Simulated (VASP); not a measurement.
A run of VASP 6.6.1 is set up as follows.

Contents of POSCAR:

```
Sb
1.0
    3.3545324186      0.0000000000      0.0000000000
   -1.6772662093      2.9051102923      0.0000000000
    0.0000000000      0.0000000000      5.4701606500
Sb
2
Direct
    0.6666666667      0.3333333333      0.7500000000
    0.3333333333      0.6666666667      0.2500000000
```

Contents of INCAR.step1:

```
SYSTEM = Sb
PREC = Accurate
ENCUT = 520
EDIFF = 1E-5
ISMEAR = -1
SIGMA = 0.05
LREAL = .False.
LASPH = .True.
NELM = 100
ALGO = Normal
ISIF = 2
LWAVE = .True.
LCHARG = .False.
NBANDS = 12
GGA = PE
```

Contents of INCAR.step2:

```
SYSTEM = Sb
PREC = Accurate
ENCUT = 520
EDIFF = 1E-7
ISMEAR = -1
SIGMA = 0.05
LREAL = .False.
LASPH = .True.
NELM = 100
ALGO = Normal
ISIF = 2
LWAVE = .False.
LCHARG = .False.
METAGGA = R2SCAN
LHFCALC = .True.
AEXX = 0.35
LMIXTAU = .True.
PRECFOCK = Normal
NBANDS = 12
ISTART = 1
```

File KPOINTS:

```
regular mesh
0
Gamma
  5 5 3
  0 0 0
```

Potentials or basis: VASP PAW PBE potentials, release 64 (Sb).

The run is started by

```console
$ cat potpaw_PBE.64/Sb/POTCAR > POTCAR
$ cp INCAR.step1 INCAR
$ mpirun -np 1 vasp_std > vasp.out
$ cp INCAR.step2 INCAR
$ mpirun -np 1 vasp_std > vasp.out
```

**Question.** Predict the band gap on the k mesh.

**Answer.** Zero (bands 5 and 6 overlap by 8.18 eV).

**Question.** Estimate the pressure.

**Answer.** -5.2 GPa.

Stress tensor (GPa, compression positive):
```
-7.21  0.00  0.00
 0.00 -7.21  0.00
 0.00  0.00 -1.11
```

Caveat: the k points lie up to 0.43 Å⁻¹ apart, too coarse for converged energies and pressures of a metal; the PAW data sets were made with another functional, which shifts forces and pressure a little; spin-orbit coupling is left out, which moves the levels of the heavy elements.
